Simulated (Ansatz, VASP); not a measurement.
Ag in VASP and in Ansatz

```
Ag
1.0
     2.94660    0.00000    0.00000
    -1.47330    2.55183    0.00000
     0.00000    0.00000   11.87288
Ag
5
Direct
  0.66667 0.33333 0.80040
  0.00000 0.00000 0.00000
  0.33333 0.66667 0.19960
  0.66667 0.33333 0.39974
  0.33333 0.66667 0.60026
```

Alike in both runs: functional PBE; k mesh 12 × 12 × 4; occupations gaussian, width 0.1 eV; no spin polarisation.

Ansatz relaxed the structure, and its values are those at the end. VASP's run is a single point on that final structure, the one shown.

|  | VASP | Ansatz |
| --- | --- | --- |
| version | VASP 6.6.1 | Ansatz 0.2.0 |
| potentials or method | VASP PAW PBE potentials, release 64 (Ag), cutoff 520 eV | scalar-relativistic, plane waves, PAW |
| valence electrons in the cell | 55 | 95 |

```tsv
	VASP	Ansatz	Ansatz less VASP
gap on the k mesh at the Fermi level (eV)	none	none	-
pressure (GPa)	-0.1	0.0	+0.07
```

A gap of «none» marks a metal or a gap that the smearing closes. VASP's potentials hold 55 valence electrons a cell and Ansatz's 95, so a difference there can come from the potentials and not from the codes.
